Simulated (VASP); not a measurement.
Input of a VASP 6.6.1 run:

POSCAR

```
LaBi2ClO4
1.0
    3.9531570890      0.0000000000      0.0000000000
    0.0000000000      3.9531570890      0.0000000000
    0.0000000000      0.0000000000      9.1564216095
La Bi Cl O
1 2 1 4
Direct
    0.0000000000      0.0000000000      0.0000000000
    0.5000000000      0.5000000000      0.2828248676
    0.5000000000      0.5000000000      0.7171751324
    0.0000000000      0.0000000000      0.5000000000
    0.0000000000      0.5000000000      0.1661930549
    0.0000000000      0.5000000000      0.8338069451
    0.5000000000      0.0000000000      0.1661930549
    0.5000000000      0.0000000000      0.8338069451
```

File INCAR.step1:

```
PREC = Accurate
ENCUT = 520
ISMEAR = 0
SIGMA = 0.01
LREAL = F
LASPH = T
NELM = 60
NBANDS = 46
GGA = PE
ALGO = Normal
EDIFF = 1E-4
LWAVE = T
LCHARG = F
```

File INCAR.step2:

```
PREC = Accurate
ENCUT = 520
EDIFF = 1E-6
ISMEAR = 0
SIGMA = 0.01
LREAL = F
LASPH = T
NELM = 60
ALGO = Normal
ISIF = 2
LWAVE = F
LCHARG = F
METAGGA = R2SCAN
LMIXTAU = T
NBANDS = 46
ISTART = 1
```

The input KPOINTS:

```
Automatic mesh
0
Gamma
  6 6 4
```

Potentials or basis: VASP PAW PBE potentials, release 64 (La, Bi_d, Cl, O).

Run with:

```bash
$ cat potpaw_PBE.64/La/POTCAR potpaw_PBE.64/Bi_d/POTCAR potpaw_PBE.64/Cl/POTCAR potpaw_PBE.64/O/POTCAR > POTCAR
$ cp INCAR.step1 INCAR
$ mpirun -np 1 vasp_std > vasp.out
$ cp INCAR.step2 INCAR
$ mpirun -np 1 vasp_std > vasp.out
```

Question: Estimate the pressure.

Answer: 0.2 GPa.

Question: Predict the largest force.

Answer: 0.123 eV/Å.

Stress tensor (GPa, compression positive):
```
0.25 0.00 0.00
0.00 0.25 0.00
0.00 0.00 0.02
```

Caveat: the PAW data sets were made with another functional, which shifts forces and pressure a little.
